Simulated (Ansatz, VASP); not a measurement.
# As in VASP and in Ansatz

```
As
1.0
     3.34800    0.00000    0.00000
    -1.67400    2.89945    0.00000
     0.00000    0.00000   28.57424
As
2
Direct
  0.33333 0.66667 0.47381
  0.66667 0.33333 0.52619
```

Alike in both runs: task single point; functional PBE; dispersion D3(BJ); k mesh 9 × 9 × 1; occupations gaussian, width 0.02 eV; no spin polarisation.

|  | VASP | Ansatz |
| --- | --- | --- |
| version | VASP 6.6.1 | Ansatz 0.2.0 |
| potentials or method | VASP PAW PBE potentials, release 64 (As), cutoff 520 eV | scalar-relativistic, plane waves, PAW |
| valence electrons in the cell | 10 | 30 |

```csv
,VASP,Ansatz,Ansatz less VASP
gap on the k mesh at the Fermi level (eV),0.24,0.23,-0.012
least direct gap on the mesh (eV),2.27,2.27,-0.005
rms of the force components (eV/Å),0.239,0.301,+0.0623
```

Atom by atom the forces differ by 0.062 eV/Å (rms over components). VASP's potentials hold 10 valence electrons a cell and Ansatz's 30, so a difference there can come from the potentials and not from the codes.
